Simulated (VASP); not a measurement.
Here is a VASP 6.6.1 calculation.

The input INCAR:

```
ALGO = Normal
EDIFF = 1E-6
ENCUT = 520
GGA = PE
ISIF = 2
ISMEAR = -1
LASPH = T
LCHARG = T
LELF = T
LREAL = F
LVHAR = T
LWAVE = F
NBANDS = 12
NELM = 60
PREC = Accurate
SIGMA = 0.1
```

Contents of KPOINTS:

```
k-points
0
Gamma
  13 13 13
```

File POSCAR:

```
Au
1.0
    2.6333895159      0.0000000000      0.0000000000
    0.0000000000      2.6333895159      0.0000000000
    0.0000000000      0.0000000000      2.6333895159
Au
1
Direct
    0.0000000000      0.0000000000      0.0000000000
```

Potentials or basis: VASP PAW PBE potentials, release 64 (Au).

Run with:

```console
$ cat potpaw_PBE.64/Au/POTCAR > POTCAR
$ mpirun -np 1 vasp_std > vasp.out
```

(1) Predict the band gap on the k mesh.

(2) What does it give for the pressure?

Results:

(1) zero (an odd number of electrons rules out a gap without spin polarisation).

(2) 19.0 GPa.

Caveat: the cell stands under pressure; spin-orbit coupling is left out, which moves the levels of the heavy elements.
